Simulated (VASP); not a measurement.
Input of a VASP 6.6.1 run:

The input INCAR:

```
  ALGO = Normal
  EDIFF = 1E-6
  ENCUT = 500
  GGA = PE
  GGA_COMPAT = False
  ISIF = 2
  ISMEAR = 0
  LASPH = True
  LCHARG = False
  LREAL = False
  LWAVE = False
  NBANDS = 8
  NELM = 120
  PREC = Accurate
  SIGMA = 0.05
```

File KPOINTS:

```
k-points
0
Gamma
  21 21 21
```

The input POSCAR:

```
Al
1.0
    0.0000000000      2.0448538781      2.0448538781
    2.0448538781      0.0000000000      2.0448538781
    2.0448538781      2.0448538781      0.0000000000
Al
1
Direct
    0.0000000000      0.0000000000      0.0000000000
```

Potentials or basis: VASP PAW PBE potentials, release 64 (Al).

Command:

```console
$ cat potpaw_PBE.64/Al/POTCAR > POTCAR
$ mpirun -np 1 vasp_std > vasp.out
```

What does it give for the pressure?

-2.6 GPa.

Estimate the band gap on the k mesh.

zero (an odd number of electrons rules out a gap without spin polarisation).
